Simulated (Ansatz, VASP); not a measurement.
## One calculation of Te, two programs

Contents of INCAR:

```
ALGO     = Normal         # electronic algorithm
EDIFF    = 1E-7           # SCF threshold, eV
EDIFFG   = -0.01          # ionic threshold
ENCUT    = 600            # plane-wave cutoff, eV
GGA      = PS             # functional
IBRION   = 2              # ionic algorithm
ISIF     = 3              # what is computed and relaxed
ISMEAR   = 0              # smearing method
LASPH    = T              # aspherical terms in the spheres
LCHARG   = F              # write CHGCAR
LREAL    = F              # projectors in reciprocal space
LWAVE    = F              # write WAVECAR
NELM     = 100            # most SCF steps
NSW      = 100            # ionic steps
PREC     = Accurate       # precision mode
SIGMA    = 0.1            # smearing width, eV
```

The input KPOINTS:

```
k-points
0
Gamma
  12 12 6
```

Contents of POSCAR:

```
Te
1.0
    4.8687879438      0.0000000000      0.0000000000
   -2.4343939719      4.2164940450      0.0000000000
    0.0000000000      0.0000000000      9.9688262392
Te
4
Direct
    0.3333333333      0.6666666667      0.4606281500
    0.6666666667      0.3333333333      0.9606281500
    0.6666666667      0.3333333333      0.5393718500
    0.3333333333      0.6666666667      0.0393718500
```

Input for Ansatz:

```yaml
crystal:
  lattice:
    - [4.8687879438, 0.0, 0.0]
    - [-2.4343939719, 4.216494045, 0.0]
    - [0.0, 0.0, 9.9688262392]
  atoms:
    - { symbol: Te, position: [0.3333333333, 0.6666666667, 0.46062815] }
    - { symbol: Te, position: [0.6666666667, 0.3333333333, 0.96062815] }
    - { symbol: Te, position: [0.6666666667, 0.3333333333, 0.53937185] }
    - { symbol: Te, position: [0.3333333333, 0.6666666667, 0.03937185] }
basis:
  ecutwfc: 420
kpoints:
  mp_grid: { grid: [12, 12, 6] }
hamiltonian:
  xc: pbesol
scf:
  occupations: { method: gaussian, width: 0.1 }
output:
  forces: true
  stress: true
  eigenvalues: true
relax:
  adjacent_minimum: "off"
  f_tol: 0.01
  max_steps: 80
  cell: { stress_tol: 0.05 }
```

Alike in both runs: task relaxation of cell and atoms; functional PBEsol; k mesh 12 × 12 × 6; occupations gaussian, width 0.1 eV; no spin polarisation.

|  | VASP | Ansatz |
| --- | --- | --- |
| version | VASP 6.6.1 | Ansatz 0.2.0 |
| potentials or method | VASP PAW PBE potentials, release 64 (Te), cutoff 600 eV | scalar-relativistic, plane waves, PAW |
| valence electrons in the cell | 24 | 64 |

```csv
,VASP,Ansatz,Ansatz less VASP
"gap on the k mesh at the Fermi level, each at its own relaxed structure (eV)",none,none,-
relaxed volume (Å³/atom),51.52,51.75,+0.228
relaxed length of the cell vector where the two differ most in proportion (Å),9.880,9.933,+0.0529
```

VASP's potentials were made for PBE, not for PBEsol. A gap of «none» marks a metal or a gap that the smearing closes. VASP's potentials hold 24 valence electrons a cell and Ansatz's 64, so a difference there can come from the potentials and not from the codes.

Spin-orbit coupling is off throughout.
